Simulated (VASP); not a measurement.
Here is a VASP 6.6.1 calculation.

Contents of INCAR:

```
SYSTEM = PbS
PREC = Accurate
ENCUT = 520
EDIFF = 1E-6
ISMEAR = -1
SIGMA = 0.05
LREAL = .False.
LASPH = .True.
NELM = 100
ALGO = Normal
ISIF = 2
LWAVE = .False.
LCHARG = .True.
GGA = PE
LELF = .True.
LVHAR = .True.
NBANDS = 17
```

Contents of KPOINTS:

```
regular mesh
0
Gamma
  6 6 6
  0 0 0
```

The input POSCAR:

```
PbS
1.0
    4.0896976867      0.0000000000      0.0000000000
   -2.0448488433      3.5417820905      0.0000000000
    0.0000000000      0.0000000000      3.7881670000
Pb S
1 1
Direct
    0.0000000000      0.0000000000      0.0000000000
    0.6666666667      0.3333333333      0.5000000000
```

Potentials or basis: VASP PAW PBE potentials, release 64 (Pb_d, S).

Command:

```sh
$ cat potpaw_PBE.64/Pb_d/POTCAR potpaw_PBE.64/S/POTCAR > POTCAR
$ mpirun -np 1 vasp_std > vasp.out
```

Problem. Predict the pressure.

Solution. -0.3 GPa.

Problem. Estimate the band gap on the k mesh.

Solution. Zero (band 10 reaches 5.29 eV, above the bottom of band 11 at 4.86 eV).

Stress tensor (GPa, compression positive):
```
-0.33  0.00  0.00
 0.00 -0.33  0.00
 0.00  0.00 -0.09
```

Caveat: spin-orbit coupling is left out, which moves the levels of the heavy elements.
